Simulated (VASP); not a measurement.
Here is a VASP 6.6.1 calculation.

The input INCAR:

```
SYSTEM = Ni
PREC = Accurate ; ENCUT = 520
EDIFF = 1E-6 ; ISMEAR = 1
SIGMA = 0.01 ; LREAL = .FALSE.
LASPH = .TRUE. ; NELM = 150
ALGO = Normal ; ISIF = 2
LWAVE = .FALSE. ; LCHARG = .FALSE.
ISPIN = 2 ; MAGMOM = 1.5 1.5
LORBIT = 11 ; LMAXMIX = 4
NBANDS = 21
```

KPOINTS

```
regular mesh
0
G
  13 13 7
  0 0 0
```

Contents of POSCAR:

```
Ni
1.0
    2.4315898405      0.0000000000      0.0000000000
   -1.2157949203      2.1058210478      0.0000000000
    0.0000000000      0.0000000000      4.0454748811
Ni
2
Direct
    0.3333333333      0.6666666667      0.2500000000
    0.6666666667      0.3333333333      0.7500000000
```

Potentials or basis: VASP PAW LDA potentials, release 64 (Ni).

Launch:

```bash
$ cat potpaw_LDA.64/Ni/POTCAR > POTCAR
$ mpirun -np 1 vasp_std > vasp.out
```

(1) Estimate the pressure.

(2) Predict the site moments.

## Answers

(1) -7.0 GPa.

(2) Ni +0.60 μB.
